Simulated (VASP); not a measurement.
Lu: single point with BLYP

Lu:

```xyz
1
Lattice="0.0000 2.4577 2.4577 2.4577 0.0000 2.4577 2.4577 2.4577 0.0000" Properties=species:S:1:pos:R:3 pbc="T T T"
Lu    0.0000    0.0000    0.0000
```

- Program: VASP 6.6.1
- Task: single point
- Functional: BLYP
- Potentials or basis: VASP PAW PBE potentials, release 64 (Lu)
- Cutoff: 520 eV
- k mesh: 12 × 12 × 12
- Occupations: fermi-dirac, width 0.1 eV
- Spin: no spin polarisation
- Dipole correction: no
- Further INCAR settings: ALGO = Normal; EDIFF = 1e-07; NBANDS = 18

```yaml
Pressure: 0.2 GPa
```

Levels at points of the mesh, in eV from the Fermi level:
```
           k point  band 10  band 11  band 12  band 13  band 14  band 15
(0.00, 0.00, 0.00)    -5.04    -5.04    -5.04     2.05     2.05     2.05
(0.50, 0.00, 0.00)    -5.06    -5.04    -2.57     0.45     1.86     1.86
(0.50, 0.50, 0.00)    -5.07    -5.07    -1.98    -0.87     1.99     6.00
```

Wall time 30 s on 1 thread of Intel(R) Xeon(R) Platinum 8559C (Emerald Rapids), on a shared host, peak memory 0.19 GiB.

Caveat: the PAW data sets were made with another functional, which shifts forces and pressure a little; spin-orbit coupling is left out, which moves the levels of the heavy elements.
